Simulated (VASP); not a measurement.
# B3N2Cl (P6/mmm) in VASP: relaxation of cell and atoms with PBE

Aim: the relaxation of cell and atoms of B3N2Cl with PBE.

Everything below comes from runs of VASP 6.6.1. Logs are shortened: lines on timing, memory, paths and dates and some standing lists are left out, and cuts for length are marked.

## Step 1: The cell of the first run

Symmetry: P6/mmm, No. 191, hexagonal system. Conventional cell: a = 4.222 Å, b = 4.222 Å, c = 6.392 Å, α = 90.00°, β = 90.00°, γ = 120.00°. B (site symmetry 6mm) has 1 B at 1.51 Å and 1 Cl at 1.68 Å within 2.0 Å. Within 2.0 Å of B (site symmetry 6/mmm) lie 2 B at 1.51 Å. Within 3.2 Å of N (site symmetry -6m2) lie 3 N at 2.44 Å and 3 Cl at 2.44 Å and 6 B at 2.96 Å. Within 2.2 Å of Cl (site symmetry 6/mmm) lie 2 B at 1.68 Å.

The cell was built from a structure type or drawn by symmetry, and may not be a known phase.

## Step 2: Relaxation of cell and atoms, PBE, collinear spin, ferromagnetic start

Contents of INCAR:

```
SYSTEM = B3N2Cl
PREC = Accurate ; ENCUT = 600
EDIFF = 1E-7 ; ISMEAR = 0
SIGMA = 0.1 ; LREAL = .FALSE.
LASPH = .TRUE. ; NELM = 200
ALGO = Normal ; ISIF = 3
LWAVE = .FALSE. ; LCHARG = .FALSE.
ISPIN = 2 ; MAGMOM = 0 0 0 1.1 1.1 0
LORBIT = 11 ; GGA = PE
IBRION = 2 ; NSW = 100
EDIFFG = -0.01 ; GGA_COMPAT = .FALSE.
NELMIN = 4 ; KPAR = 4
```

Contents of KPOINTS:

```
regular mesh
0
G
  12 12 6
  0 0 0
```

Contents of POSCAR:

```
B3N2Cl
1.0
    4.2221922690      0.0000000000      0.0000000000
   -2.1110961345      3.6565257646      0.0000000000
    0.0000000000      0.0000000000      6.3921668420
B N Cl
3 2 1
Direct
    0.0000000000      0.0000000000      0.7634288747
    0.0000000000      0.0000000000      0.2365711253
    0.0000000000      0.0000000000      0.0000000000
    0.3333333333      0.6666666667      0.5000000000
    0.6666666667      0.3333333333      0.5000000000
    0.0000000000      0.0000000000      0.5000000000
```

Potentials or basis: VASP PAW PBE potentials, release 64 (B, N, Cl).

Launch:

```
> cat potpaw_PBE.64/B/POTCAR potpaw_PBE.64/N/POTCAR potpaw_PBE.64/Cl/POTCAR > POTCAR
> mpirun -np 4 vasp_std > vasp.out
```

OUTCAR:

```text
SYSTEM = B3N2Cl
   PREC = Accurate
   ENCUT = 600
   EDIFF = 1E-7
   ISMEAR = 0
   LREAL = .FALSE.
   LASPH = .TRUE.
   NELM = 200
   ISIF = 3
   ISPIN = 2
   LORBIT = 11
   GGA = PE
   IBRION = 2
   NSW = 100
   EDIFFG = -0.01
   NELMIN = 4

 ion  position               nearest neighbor table
   1  0.000  0.000  0.763-   3 1.51   6 1.68
   2  0.000  0.000  0.237-   3 1.51   6 1.68
   3  0.000  0.000  0.000-   1 1.51   2 1.51
   4  0.333  0.667  0.500-
   5  0.667  0.333  0.500-
   6  0.000  0.000  0.500-   1 1.68   2 1.68

  LATTYP: Found a hexagonal cell.
 ALAT       =     4.2221922690
 C/A-ratio  =     1.5139449923

  Lattice vectors:

 A1 = (   4.2221922690,   0.0000000000,   0.0000000000)
 A2 = (  -2.1110961345,   3.6565257646,   0.0000000000)
 A3 = (   0.0000000000,   0.0000000000,   6.3921668420)

Analysis of symmetry for initial positions (statically):
=====================================================================
 Subroutine PRICEL returns:
 Original cell was already a primitive cell.

 Routine SETGRP: Setting up the symmetry group for a
 hexagonal supercell.

 Subroutine GETGRP returns: Found 24 space group operations
 (whereof 24 operations were pure point group operations)
 out of a pool of 24 trial point group operations.

The static configuration has the point symmetry D_6h.

Analysis of symmetry for dynamics (positions and initial velocities):
=====================================================================
 Subroutine PRICEL returns:
 Original cell was already a primitive cell.

 Routine SETGRP: Setting up the symmetry group for a
 hexagonal supercell.

 Subroutine GETGRP returns: Found 24 space group operations
 (whereof 24 operations were pure point group operations)
 out of a pool of 24 trial point group operations.

The dynamic configuration has the point symmetry D_6h.

Analysis of structural, dynamic, and magnetic symmetry:
=====================================================================
 Subroutine PRICEL returns:
 Original cell was already a primitive cell.

 Routine SETGRP: Setting up the symmetry group for a
 hexagonal supercell.

 Subroutine GETGRP returns: Found 24 space group operations
 (whereof 24 operations were pure point group operations)
 out of a pool of 24 trial point group operations.

The overall configuration has the point symmetry D_6h.
[... 137 lines left out ...]
   LRPA    =     F    only Hartree local field effects (RPA)
 conjugate gradient relaxation of ions
 spin polarized calculation
 Gauss-broadening in eV      SIGMA  =   0.10
  energy-cutoff  :      600.00
  volume of cell :       98.69
 maximum number of plane-waves:      3338
 NGX is ok and might be reduce to    36
   NGX = 17   NGY = 17   NGZ = 25

--------------------------------------- Ionic step        1  -------------------------------------------

 number of electron      26.0000000 magnetization       2.8570432

 Free energy of the ion-electron system (eV)
  ---------------------------------------------------
  ext. energy  EPLUGINS =         0.00000000
  ---------------------------------------------------
  free energy    TOTEN  =       -20.56160721 eV

  energy without entropy =      -20.53863471  energy(sigma->0) =      -20.55012096

------------------------ aborting loop because EDIFF is reached ----------------------------------------

  FORCE on cell =-STRESS in cart. coord.  units (eV):
  Direction    XX          YY          ZZ          XY          YZ          ZX
  --------------------------------------------------------------------------------------
  -------------------------------------------------------------------------------------
  Total       -0.0414233     -0.0414233      0.1063416     -0.0000000      0.0000000      0.0000000
  in kB       -0.6725128     -0.6725128      1.7264702     -0.0000000      0.0000000      0.0000000
  external PRESSURE =       0.1271482 kB  Pullay stress =       0.0000000 kB
[... 101 lines left out ...]
  FREE ENERGIE OF THE ION-ELECTRON SYSTEM (eV)
  ---------------------------------------------------
  free  energy   TOTEN  =       -20.5618315220 eV

  energy  without entropy=      -20.5388766389  energy(sigma->0) =      -20.55035408

[... ionic steps 4 to 18 ...]

--------------------------------------- Ionic step       19  -------------------------------------------

 number of electron      26.0000001 magnetization       2.3935704

------------------------ aborting loop because EDIFF is reached ----------------------------------------
[... 75 lines left out ...]
--------------------------------------- Ionic step       21  -------------------------------------------

 number of electron      26.0000001 magnetization       2.4157815

 Free energy of the ion-electron system (eV)
  ---------------------------------------------------
  ext. energy  EPLUGINS =         0.00000000
  ---------------------------------------------------
  free energy    TOTEN  =       -20.56537718 eV

  energy without entropy =      -20.54754617  energy(sigma->0) =      -20.55646168

 E-fermi :   1.0645     XC(G=0):  -8.5521

 val. band max:        1.0611874726   @ k =   0.3333   0.0000   0.1667
 cond. band min:       1.0658499358   @ k =   0.4167   0.0000   0.5000
 fundamental gap:      0.0046624632
 Fermi energy:         1.0644730949

 spin component 1

 k-point     1 :       0.0000    0.0000    0.0000
  band No.  band energies     occupation
      1     -19.3607      1.00000
      2     -12.6527      1.00000
      3     -10.7148      1.00000
      4     -10.6850      1.00000
      5      -7.2755      1.00000
      6      -6.2006      1.00000
[... 493 lines left out ...]
     17       2.5311      0.00000
     18       2.6953      0.00000

 [... further k-points ...]

 spin component 2

 k-point     1 :       0.0000    0.0000    0.0000
  band No.  band energies     occupation
      1     -19.2331      1.00000
      2     -11.4744      1.00000
      3     -10.6487      1.00000
      4      -9.2009      1.00000
      5      -6.8621      1.00000
      6      -6.0654      1.00000
[... 528 lines left out ...]
  FREE ENERGIE OF THE ION-ELECTRON SYSTEM (eV)
  ---------------------------------------------------
  free  energy   TOTEN  =       -20.5653771831 eV

  energy  without entropy=      -20.5475461671  energy(sigma->0) =      -20.55646168

 reached required accuracy - stopping structural energy minimisation

 total charge

# of ion       s       p       d       tot
------------------------------------------
    1        0.760   1.077   0.000   1.837
    2        0.760   1.077   0.000   1.837
    3        0.751   1.201   0.000   1.952
    4        1.384   1.932   0.000   3.317
    5        1.384   1.932   0.000   3.317
    6        1.562   3.491   0.000   5.053
--------------------------------------------------
tot          6.601  10.711   0.000  17.312

 magnetization (x)

# of ion       s       p       d       tot
------------------------------------------
    1       -0.003   0.045   0.000   0.042
    2       -0.003   0.045   0.000   0.042
    3        0.012   0.195   0.000   0.207
    4        0.016   0.642   0.000   0.658
    5        0.016   0.642   0.000   0.658
    6        0.002   0.031   0.000   0.032
--------------------------------------------------
tot          0.041   1.599   0.000   1.640
```

OSZICAR:

```text
N       E                     dE             d eps       ncg     rms          rms(c)
DAV:   1     0.138180962556E+03    0.13818E+03   -0.12656E+04  5472   0.138E+03
DAV:   2    -0.115846549252E+02   -0.14977E+03   -0.14680E+03  7802   0.243E+02
[... 227 lines left out ...]
DAV:   3    -0.205654087631E+02    0.66574E-03   -0.29495E-03  7520   0.200E-01    0.396E-02
DAV:   4    -0.205653737565E+02    0.35007E-04   -0.20973E-04  5746   0.937E-02    0.193E-02
DAV:   5    -0.205653754021E+02   -0.16456E-05   -0.10625E-05  7608   0.289E-02    0.118E-02
DAV:   6    -0.205653766298E+02   -0.12276E-05   -0.25212E-06  7048   0.128E-02    0.600E-03
DAV:   7    -0.205653771052E+02   -0.47546E-06   -0.74357E-07  6258   0.491E-03    0.168E-03
DAV:   8    -0.205653771831E+02   -0.77888E-07   -0.75174E-08  3188   0.266E-03
  21 F= -.20565377E+02 E0= -.20556462E+02  d E =-.404152E-03  mag=     2.4158
```

CONTCAR:

```text
B3N2Cl
   1.00000000000000
     4.1361449602948186   -0.0000000000000001   -0.0000000000000000
    -2.0680724801474093    3.5820066093350218    0.0000000000000000
    -0.0000000000000000    0.0000000000000000    6.4123539740114310
  B               N               Cl
     3     2     1
Direct
     0.0000000000000000    0.0000000000000000    0.7643776517669569
     0.0000000000000000    0.0000000000000000    0.2356223482330431
     0.0000000000000000    0.0000000000000000    0.0000000000000000
     0.3333333332999970    0.6666666667000030    0.5000000000000000
     0.6666666667000030    0.3333333332999970    0.5000000000000000
     0.0000000000000000    0.0000000000000000    0.5000000000000000

  0.00000000E+00  0.00000000E+00  0.00000000E+00
  0.00000000E+00  0.00000000E+00  0.00000000E+00
  0.00000000E+00  0.00000000E+00  0.00000000E+00
  0.00000000E+00  0.00000000E+00  0.00000000E+00
  0.00000000E+00  0.00000000E+00  0.00000000E+00
  0.00000000E+00  0.00000000E+00  0.00000000E+00
```

Wall time 32 min (4 MPI ranks of Intel Xeon Platinum 8259CL at 2.50GHz (Skylake/Cascade Lake), shared host); peak memory 0.48 GiB.

Results:

```
Free energy                                           : -20.5654 eV
Relaxed volume                                        : 15.83 Å³/atom
Relaxed cell                                          : a = 4.136 Å, b = 4.136 Å, c = 6.412 Å, α = 90.00°, β = 90.00°, γ = 120.00°
Space group after relaxing (to 0.1 Å)                 : P6/mmm (No. 191)
Energy gained by relaxing                             : 0.6 meV/atom
Ionic steps                                           : 21
Pressure after relaxing                               : 0.0 GPa
Largest force after relaxing                          : 0.005 eV/Å
Net moment                                            : 2.42 μB per cell
Site moments                                          : B +0.04, +0.21 (each value once); N +0.66; Cl +0.03 μB
Valence electrons inside the program's atomic spheres : B 1.84, 1.95 (each value once); N 3.32; Cl 5.05
```

Forces on the atoms (eV/Å):
```
B    0.000  0.000 -0.005
B    0.000  0.000  0.005
B    0.000  0.000  0.000
N    0.000  0.000  0.000
N    0.000  0.000  0.000
Cl   0.000  0.000  0.000
```

The path:
| step | energy change (eV) | largest force (eV/Å) | pressure (GPa) | volume (Å³) |
| --- | --- | --- | --- | --- |
| 1 | 0.0000 | 0.0860 | 0.01 | 98.69 |
| 2 | -0.0001 | 0.0921 | -0.10 | 98.70 |
| 3 | -0.0002 | 0.0107 | -0.05 | 98.70 |
| 4 | -0.0003 | 0.0000 | -0.13 | 98.64 |
| 5 | -0.0003 | 0.0134 | -0.24 | 98.56 |
| 6 | -0.0004 | 0.0137 | -0.24 | 98.53 |
| 7 | -0.0004 | 0.0148 | -0.26 | 98.46 |
| 8 | -0.0006 | 0.0169 | -0.29 | 98.32 |
| 9 | -0.0009 | 0.0209 | -0.34 | 98.03 |
| 10 | -0.0015 | 0.0281 | -0.42 | 97.46 |
| 11 | -0.0023 | 0.0392 | -0.53 | 96.31 |
| 12 | -0.0024 | 0.0356 | -0.51 | 96.21 |
| 13 | -0.0027 | 0.0250 | -0.46 | 95.90 |
| 14 | -0.0032 | 0.0029 | -0.35 | 95.28 |
| 15 | -0.0031 | 0.0482 | -0.09 | 94.06 |
| 16 | -0.0034 | 0.0168 | -0.25 | 94.78 |
| 17 | -0.0034 | 0.0201 | -0.24 | 94.70 |
| 18 | -0.0035 | 0.0175 | -0.20 | 94.75 |
| 19 | -0.0037 | 0.0116 | -0.12 | 94.87 |
| 20 | -0.0037 | 0.0001 | 0.05 | 95.11 |
| 21 | -0.0038 | 0.0049 | -0.02 | 95.00 |

Final structure:
```
CELL_PARAMETERS angstrom
4.13614 0.00000 0.00000
-2.06807 3.58201 0.00000
0.00000 0.00000 6.41235
ATOMIC_POSITIONS crystal
B 0.00000 0.00000 0.76438
B 0.00000 0.00000 0.23562
B 0.00000 0.00000 0.00000
N 0.33333 0.66667 0.50000
N 0.66667 0.33333 0.50000
Cl 0.00000 0.00000 0.50000
```

Levels at points of the mesh, in eV from the Fermi level:
Spin up:
```
           k point  band 12  band 13  band 14  band 15  band 16  band 17
(0.00, 0.00, 0.00)    -0.83     0.20     0.20     0.94     1.06     1.06
(0.50, 0.00, 0.00)    -1.14    -0.87     0.19     0.26     0.30     0.74
(0.00, 0.00, 0.50)    -0.83    -0.71    -0.71     1.61     1.80     1.80
(0.50, 0.00, 0.50)    -1.03    -0.66    -0.64     0.19     0.24     2.05
```
Spin down:
| k point | band 8 | band 9 | band 10 | band 11 | band 12 | band 13 | band 14 | band 15 | band 16 | band 17 |
| --- | --- | --- | --- | --- | --- | --- | --- | --- | --- | --- |
| (0.00, 0.00, 0.00) | -5.11 | -2.92 | -2.92 | -0.79 | 0.73 | 0.73 | 1.07 | 1.16 | 1.16 | 1.28 |
| (0.50, 0.00, 0.00) | -4.77 | -2.11 | -1.26 | -0.68 | -0.19 | 0.30 | 0.78 | 0.83 | 1.22 | 1.32 |
| (0.00, 0.00, 0.50) | -5.67 | -2.92 | -2.92 | -0.86 | -0.36 | -0.36 | 1.27 | 1.68 | 2.74 | 2.74 |
| (0.50, 0.00, 0.50) | -4.72 | -2.74 | -1.25 | -0.69 | 0.06 | 0.27 | 0.64 | 1.22 | 1.27 | 2.17 |
